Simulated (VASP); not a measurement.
Wanted: the native input for a VASP 6.6.1 run.

* Task: relaxation of cell and atoms
* Functional: LDA
* Potentials or basis: VASP PAW LDA potentials, release 64 (Al, Fe)
* Cutoff: 600 eV
* k mesh: 6 × 6 × 6
* Occupations: fermi-dirac, width 0.05 eV
* Spin: collinear spin, ferromagnetic start
* Starting moments: [0.0, 3.5, 3.5, 3.5] μB
* Dipole correction: no
* Further INCAR settings: ALGO = Normal; EDIFF = 1e-06; IBRION = 2; EDIFFG = -0.01; NSW = 80; ISIF = 3

The structure of AlFe3 lies in POSCAR:

```
AlFe3
1.0
    3.6392911100      0.0000000000      0.0000000000
    0.0000000000      3.6392911100      0.0000000000
    0.0000000000      0.0000000000      3.6392911100
Al Fe
1 3
Direct
    0.0000000000      0.0000000000      0.0000000000
    0.0000000000      0.4999999986      0.4999999986
    0.4999999986      0.0000000000      0.4999999986
    0.4999999986      0.4999999986      0.0000000000
```

One way to write it, as run:

INCAR

```
ALGO = Normal
EDIFF = 1E-6
EDIFFG = -0.01
ENCUT = 600
GGA = CA
IBRION = 2
ISIF = 3
ISMEAR = -1
ISPIN = 2
LASPH = T
LCHARG = F
LMAXMIX = 4
LORBIT = 11
LREAL = F
LWAVE = F
MAGMOM = 0 3.5 3.5 3.5
NELM = 150
NSW = 80
PREC = Accurate
SIGMA = 0.05
```

KPOINTS

```
k-points
0
Gamma
  6 6 6
```

Potentials or basis: VASP PAW LDA potentials, release 64 (Al, Fe).

The run is started by

```bash
$ cat potpaw_LDA.64/Al/POTCAR potpaw_LDA.64/Fe/POTCAR > POTCAR
$ mpirun -np 1 vasp_std > vasp.out
```

It gave:

The relaxed volume is 11.03 Å³/atom, the relaxed cell is a = 3.533 Å, b = 3.533 Å, c = 3.533 Å, α = 90.00°, β = 90.00°, γ = 90.00° and the space group after relaxing (to 0.1 Å) is Pm-3m (No. 221). The energy gained by relaxing is 42.8 meV/atom, the ionic steps are 4 and the pressure after relaxing is 0.0 GPa. The net moment is 5.68 μB per cell. The site moments are Al -0.05; Fe +1.88 μB and the valence electrons inside the program's atomic spheres are Al 0.90; Fe 7.44.

Wall time 2.4 min on 1 thread of Intel(R) Xeon(R) Platinum 8488C (Sapphire Rapids) (shared host), peak memory 0.19 GiB.
